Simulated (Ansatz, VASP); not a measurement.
**LiH: VASP beside Ansatz**

```xyz
2
Lattice="0.0000 2.0030 2.1082 2.0030 0.0000 2.1082 2.0030 2.0030 0.0000" Properties=species:S:1:pos:R:3 pbc="T T T"
Li    0.0000    0.0000    0.0000
H     2.0030    2.0030    2.1082
```

Change from the starting cell: uniaxial_z strain +5.2%.

Alike in both runs: task single point; functional r2SCAN; k mesh 10 × 10 × 10; no spin polarisation.

```csv
,VASP,Ansatz
version,VASP 6.6.1,Ansatz 0.2.0
potentials or method,"VASP PAW PBE potentials, release 64 (Li_sv, H)","plane waves, PAW"
plane-wave cutoff (eV),520,500
occupations,"gaussian, width 0.01 eV",fixed
valence electrons in the cell,4,4
```

|  | VASP | Ansatz | Ansatz less VASP |
| --- | --- | --- | --- |
| gap on the k mesh at the Fermi level (eV) | 3.04 | 3.09 | +0.051 |

VASP's potentials were made for PBE, not for r2SCAN.

Noted on VASP's run: the cutoff is short for stress, so the pressure is rough.
